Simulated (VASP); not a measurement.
# Cu (I4/mmm) in VASP: notebook, part 2 of 2

VASP 6.6.1. Earlier steps stand in the parts before.

## (4) Single point, PBE

This run uses another cell than the first one, of 12.18 Å³/atom, 1.105 times its volume.

Input file INCAR:

```
SYSTEM = Cu
PREC     = Accurate       ! precision mode
ENCUT    = 520            ! plane-wave cutoff, eV
EDIFF    = 1E-6           ! SCF threshold, eV
ISMEAR   = 0              ! smearing method
SIGMA    = 0.15           ! smearing width, eV
LREAL    = .False.        ! projectors in reciprocal space
LASPH    = .True.         ! aspherical terms in the spheres
NELM     = 100            ! most SCF steps
ALGO     = Fast           ! electronic algorithm
ISIF     = 2              ! what is computed and relaxed
LWAVE    = .False.        ! write WAVECAR
LCHARG   = .True.         ! write CHGCAR
GGA      = PE             ! functional
LELF     = .True.         ! ELF
LVHAR    = .True.       
NBANDS   = 12             ! bands
```

Input file KPOINTS:

```
regular mesh
0
Gamma
  22 22 22
  0 0 0
```

Input file POSCAR:

```
Cu
1.0
   -1.4487000000      1.4487000000      1.4511000000
    1.4487000000     -1.4487000000      1.4511000000
    1.4487000000      1.4487000000     -1.4511000000
Cu
1
Direct
    0.0000000000      0.0000000000      0.0000000000
```

Potentials or basis: VASP PAW PBE potentials, release 64 (Cu).

The run is started by

```console
$ cat potpaw_PBE.64/Cu/POTCAR > POTCAR
$ mpirun -np 1 vasp_std > vasp.out
```

OUTCAR:

```text
SYSTEM = Cu
   PREC = Accurate
   ENCUT = 520
   EDIFF = 1E-6
   ISMEAR = 0
   LREAL = .False.
   LASPH = .True.
   NELM = 100
   ISIF = 2
   GGA = PE

 ion  position               nearest neighbor table
   1  0.000  0.000  0.000-

  LATTYP: Found a body centered tetragonal cell.
 ALAT       =     2.8974000000
 C/A-ratio  =     1.0016566577

  Lattice vectors:

 A1 = (  -1.4487000000,   1.4487000000,   1.4511000000)
 A2 = (   1.4487000000,  -1.4487000000,   1.4511000000)
 A3 = (   1.4487000000,   1.4487000000,  -1.4511000000)
[... 540 lines left out ...]

 [... further k-points ...]

------------------------ aborting loop because EDIFF is reached ----------------------------------------

  FORCE on cell =-STRESS in cart. coord.  units (eV):
  Direction    XX          YY          ZZ          XY          YZ          ZX
  --------------------------------------------------------------------------------------
  -------------------------------------------------------------------------------------
  Total       -0.0953548     -0.0953548     -0.0929714      0.0000000      0.0000000      0.0000000
  in kB      -12.5411972    -12.5411972    -12.2277319      0.0000000      0.0000000      0.0000000
  external PRESSURE =     -12.4367088 kB  Pullay stress =       0.0000000 kB

 VOLUME and BASIS-vectors are now :
 -----------------------------------------------------------------------------
  energy-cutoff  :      520.00
  volume of cell :       12.18
      direct lattice vectors                 reciprocal lattice vectors
    -1.448700000  1.448700000  1.451100000     0.000000000  0.345137019  0.344566191
     1.448700000 -1.448700000  1.451100000     0.345137019  0.000000000  0.344566191
     1.448700000  1.448700000 -1.451100000     0.345137019  0.345137019  0.000000000

 POSITION                                       TOTAL-FORCE (eV/Angst)
 -----------------------------------------------------------------------------------
      0.00000      0.00000      0.00000        -0.000000     -0.000000      0.000000
 -----------------------------------------------------------------------------------
    total drift:                                0.000000     -0.000000      0.000000

  FREE ENERGIE OF THE ION-ELECTRON SYSTEM (eV)
  ---------------------------------------------------
  free  energy   TOTEN  =        -3.6922092579 eV

  energy  without entropy=       -3.6868399458  energy(sigma->0) =       -3.68952460
```

stdout:

```text
POSCAR found type information on POSCAR Cu
 POSCAR found :  1 types and       1 ions
 scaLAPACK will be used
 LDA part: xc-table for (Slater+PW92), standard interpolation
 POSCAR, INCAR and KPOINTS ok, starting setup
 FFT: planning ... GRIDC
 FFT: planning ... GRID_SOFT
 FFT: planning ... GRID
 WAVECAR not read
 entering main loop
WARNING in EDDRMM: call to ZHEGV failed, returncode =   6  3      9
```

Wall time 97 s (1 thread of Intel Xeon 6975P-C (Granite Rapids), shared host); peak memory 0.23 GiB.

What came out:

- Free energy: -3.6922 eV
- Pressure: -1.2 GPa

Levels at points of the mesh, in eV from the Fermi level:
| k point | band 4 | band 5 | band 6 | band 7 | band 8 | band 9 |
| --- | --- | --- | --- | --- | --- | --- |
| (0.00, 0.00, 0.00) | -3.00 | -2.04 | -2.04 | 24.74 | 24.78 | 24.78 |
| (0.50, 0.00, 0.00) | -1.94 | -1.35 | -0.51 | 4.18 | 17.19 | 17.26 |
| (0.50, 0.50, 0.00) | -1.94 | -1.35 | -0.50 | 4.19 | 17.14 | 17.21 |
| (0.50, 0.50, 0.50) | -1.51 | -1.51 | 8.02 | 8.08 | 8.08 | 13.35 |

## (5) Single point, PBE

This run uses another cell than the first one, of 12.20 Å³/atom, 1.106 times its volume.

Input file INCAR:

```
SYSTEM = Cu
ALGO = Normal
EDIFF = 1E-6
ENCUT = 520
GGA = PE
ISIF = 2
ISMEAR = 0
LASPH = .TRUE.
LCHARG = .FALSE.
LREAL = .FALSE.
LWAVE = .FALSE.
NBANDS = 12
NELM = 60
PREC = Accurate
SIGMA = 0.15
```

Input file KPOINTS:

```
k-points
0
G
  22 22 22
  0 0 0
```

Input file POSCAR:

```
Cu
1.0
   -1.4732621059      1.4732621059      1.4050000000
    1.4732621059     -1.4732621059      1.4050000000
    1.4732621059      1.4732621059     -1.4050000000
Cu
1
Direct
    0.0000000000      0.0000000000      0.0000000000
```

Potentials or basis: VASP PAW PBE potentials, release 64 (Cu).

The run is started by

```console
$ cat potpaw_PBE.64/Cu/POTCAR > POTCAR
$ mpirun -np 1 vasp_std > vasp.out
```

OUTCAR:

```text
SYSTEM = Cu
   EDIFF = 1E-6
   ENCUT = 520
   GGA = PE
   ISIF = 2
   ISMEAR = 0
   LASPH = .TRUE.
   LREAL = .FALSE.
   NELM = 60
   PREC = Accurate

 ion  position               nearest neighbor table
   1  0.000  0.000  0.000-

  LATTYP: Found a body centered tetragonal cell.
 ALAT       =     2.9465242118
 C/A-ratio  =     0.9536660139

  Lattice vectors:

 A1 = (  -1.4732621059,   1.4732621059,   1.4050000000)
 A2 = (   1.4732621059,  -1.4732621059,   1.4050000000)
 A3 = (   1.4732621059,   1.4732621059,  -1.4050000000)

Analysis of symmetry for initial positions (statically):
=====================================================================
 Subroutine PRICEL returns:
 Original cell was already a primitive cell.

 Routine SETGRP: Setting up the symmetry group for a
 body centered tetragonal supercell.

 Subroutine GETGRP returns: Found 16 space group operations
 (whereof 16 operations were pure point group operations)
 out of a pool of 16 trial point group operations.

The static configuration has the point symmetry D_4h.

[... 167 lines left out ...]
      1      -1.9104      2.00000
      2       4.0761      2.00000
      3       4.2530      2.00000
      4       4.2530      2.00000
      5       5.0476      2.00000
      6       5.2358      2.00000
      7      31.4369      0.00000
      8      31.4369      0.00000
      9      32.6725      0.00000
     10      34.7269      0.00000
     11      34.7269      0.00000
     12      35.1865      0.00000
[... 331 lines left out ...]
 k-point    24 :      -0.4545    0.0455    0.0000
  band No.  band energies     occupation
      1       2.3191      2.00000
      2       3.4843      2.00000
      3       5.1270      2.00000
      4       5.1723      2.00000
      5       5.5550      2.00000
      6       6.3171      2.00000
      7      12.8735      0.00000
      8      23.2789      0.00000
      9      24.2319      0.00000
     10      28.4480      0.00000
     11      31.1489      0.00000
     12      40.4695      0.00000

 [... further k-points ...]

------------------------ aborting loop because EDIFF is reached ----------------------------------------

  FORCE on cell =-STRESS in cart. coord.  units (eV):
  Direction    XX          YY          ZZ          XY          YZ          ZX
  --------------------------------------------------------------------------------------
  -------------------------------------------------------------------------------------
  Total       -0.1067549     -0.1067549     -0.1374895      0.0000000      0.0000000      0.0000000
  in kB      -14.0217407    -14.0217407    -18.0585822      0.0000000      0.0000000      0.0000000
  external PRESSURE =     -15.3673545 kB  Pullay stress =       0.0000000 kB

 VOLUME and BASIS-vectors are now :
 -----------------------------------------------------------------------------
  energy-cutoff  :      520.00
  volume of cell :       12.20
      direct lattice vectors                 reciprocal lattice vectors
    -1.473262106  1.473262106  1.405000000     0.000000000  0.339382923  0.355871886
     1.473262106 -1.473262106  1.405000000     0.339382923  0.000000000  0.355871886
     1.473262106  1.473262106 -1.405000000     0.339382923  0.339382923  0.000000000

 POSITION                                       TOTAL-FORCE (eV/Angst)
 -----------------------------------------------------------------------------------
      0.00000      0.00000      0.00000        -0.000000      0.000000      0.000000
 -----------------------------------------------------------------------------------
    total drift:                                0.000000     -0.000000      0.000000

  FREE ENERGIE OF THE ION-ELECTRON SYSTEM (eV)
  ---------------------------------------------------
  free  energy   TOTEN  =        -3.6928863313 eV

  energy  without entropy=       -3.6883160278  energy(sigma->0) =       -3.69060118
```

It took 86 s on 1 thread of Intel Xeon 6975P-C (Granite Rapids), shared host; peak memory 0.23 GiB.

What came out:

```
Free energy : -3.6929 eV
Pressure    : -1.5 GPa
```

Stress tensor (GPa, compression positive):
```
-1.40  0.00  0.00
 0.00 -1.40  0.00
 0.00  0.00 -1.81
```

## (6) Single point, PBE

This run uses another cell than the first one, of 12.40 Å³/atom, 1.125 times its volume.

Input file INCAR:

```
SYSTEM = Cu
PREC = Accurate ; ENCUT = 520
EDIFF = 1E-6 ; ISMEAR = 0
SIGMA = 0.15 ; LREAL = .False.
LASPH = .True. ; NELM = 100
ALGO = Normal ; ISIF = 2
LWAVE = .False. ; LCHARG = .False.
GGA = PE ; NBANDS = 12
```

Input file KPOINTS:

```
regular mesh
0
Gamma
  22 22 22
  0 0 0
```

Input file POSCAR:

```
Cu
1.0
   -1.4732621059      1.4732621059      1.4280500000
    1.4732621059     -1.4732621059      1.4280500000
    1.4732621059      1.4732621059     -1.4280500000
Cu
1
Direct
    0.0000000000      0.0000000000      0.0000000000
```

Potentials or basis: VASP PAW PBE potentials, release 64 (Cu).

The run is started by

```console
$ cat potpaw_PBE.64/Cu/POTCAR > POTCAR
$ mpirun -np 1 vasp_std > vasp.out
```

Wall time 76 s (1 thread of Intel Xeon 6975P-C (Granite Rapids), shared host); peak memory 0.22 GiB.

Results (log left out):

- Free energy: -3.6894 eV
- Pressure: -3.5 GPa

Stress tensor (GPa, compression positive):
```
-3.34  0.00  0.00
 0.00 -3.34  0.00
 0.00  0.00 -3.82
```

Levels at points of the mesh, in eV from the Fermi level:
| k point | band 3 | band 4 | band 5 | band 6 | band 7 | band 8 | band 9 | band 10 |
| --- | --- | --- | --- | --- | --- | --- | --- | --- |
| (0.00, 0.00, 0.00) | -2.92 | -2.92 | -2.08 | -1.96 | 24.29 | 24.29 | 25.06 | 27.18 |
| (0.50, 0.00, 0.00) | -2.04 | -1.88 | -1.33 | -0.38 | 4.20 | 16.68 | 16.84 | 20.53 |
| (0.50, 0.50, 0.00) | -2.14 | -1.95 | -1.35 | -0.61 | 3.88 | 17.55 | 17.64 | 21.27 |
| (0.50, 0.50, 0.50) | -1.51 | -1.51 | -1.47 | 7.61 | 7.61 | 8.75 | 12.94 | 13.35 |

## (7) Overview

| potentials or basis | cell | cutoff (eV) | second run | gap on the mesh (eV) | pressure (GPa) |
| --- | --- | --- | --- | --- | --- |
| VASP PAW PBE potentials, release 64 (Cu_sv_GW) | a = 2.430 Å, angles 108.2, 108.2, 112.0°, 1 atom | 700 | valence_matched | none | 10.0 |
| VASP PAW PBE potentials, release 64 (Cu) | a = 2.497 Å, angles 109.1, 109.1, 110.2°, 1 atom | 520 | - | none | 1.1 |
| VASP PAW PBE potentials, release 64 (Cu) | a = 2.511 Å, angles 109.5, 109.5, 109.4°, 1 atom | 520 | - | none | -1.2 |
| VASP PAW PBE potentials, release 64 (Cu) | a = 2.513 Å, angles 108.2, 108.2, 112.0°, 1 atom | 520 | - | none | -1.5 |
| VASP PAW PBE potentials, release 64 (Cu) | a = 2.526 Å, angles 108.6, 108.6, 111.1°, 1 atom | 520 | - | none | -3.5 |

Alike in all rows: task single point; level PBE; no spin polarisation; k mesh 22 × 22 × 22; smearing gaussian 0.15 eV.

Total energies depend on the potentials used, so only differences within one code and one set of settings carry meaning.
